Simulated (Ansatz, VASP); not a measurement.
Two plane-wave programs on KI

```
K I
1.0
     0.00000    3.48930    3.52455
     3.52455    0.00000    3.52455
     3.52455    3.48930    0.00000
K I
1 1
Cartesian
  0.0000 0.0000 0.0000
  3.5246 3.4893 3.5246
```

Change from the starting cell: strain -0.0100 x Voigt [0, 1, 0, 0, 0, 0], atoms carried along.

Alike in both runs: task single point; functional PBE; k mesh 6 × 6 × 6; occupations gaussian, width 0.05 eV; no spin polarisation.

|  | VASP | Ansatz |
| --- | --- | --- |
| version | VASP 6.6.1 | Ansatz 0.2.0 |
| potentials or method | VASP PAW PBE potentials, release 64 (K_sv, I), cutoff 520 eV | scalar-relativistic, plane waves, PAW |
| valence electrons in the cell | 16 | 26 |

```tsv
	VASP	Ansatz	Ansatz less VASP
gap on the k mesh at the Fermi level (eV)	4.00	4.00	+0.005
least direct gap on the mesh (eV)	4.00	4.00	+0.005
pressure (GPa)	0.9	0.8	-0.04
traceless stress, the component that is largest in VASP (GPa)	0.20	0.20	-0.002
```

VASP's potentials hold 16 valence electrons a cell and Ansatz's 26, so a difference there can come from the potentials and not from the codes.

Spin-orbit coupling is off throughout.
